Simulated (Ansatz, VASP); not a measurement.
# TaGe3W2: VASP beside Ansatz

```
Ta Ge W
1.0
     5.38994    0.00000    0.00000
    -2.69497    4.66782    0.00000
     0.00000    0.00000    4.19378
Ta Ge W
1 3 2
Direct
  0.00000 0.00000 0.50000
  0.50000 0.00000 0.50000
  0.00000 0.50000 0.50000
  0.50000 0.50000 0.50000
  0.33333 0.66667 0.00000
  0.66667 0.33333 0.00000
```

Alike in both runs: functional PBE; k mesh 12 × 12 × 10; occupations gaussian, width 0.1 eV; no spin polarisation.

Ansatz relaxed the structure, and its values are those at the end. VASP's run is a single point on that final structure, the one shown.

```csv
,VASP,Ansatz
version,VASP 6.6.1,Ansatz 0.2.0
potentials or method,"VASP PAW PBE potentials, release 64 (Ta_pv, Ge_d, W_sv), cutoff 520 eV","scalar-relativistic, plane waves, PAW"
valence electrons in the cell,81,83
```

|  | VASP | Ansatz | Ansatz less VASP |
| --- | --- | --- | --- |
| gap on the k mesh at the Fermi level (eV) | none | none | - |
| pressure (GPa) | 0.2 | 0.0 | -0.24 |

A gap of «none» marks a metal or a gap that the smearing closes. The functional is the same, so the differences come from potentials, cutoffs and numerics. VASP's potentials hold 81 valence electrons a cell and Ansatz's 83, so a difference there can come from the potentials and not from the codes.

Spin-orbit coupling is off throughout.
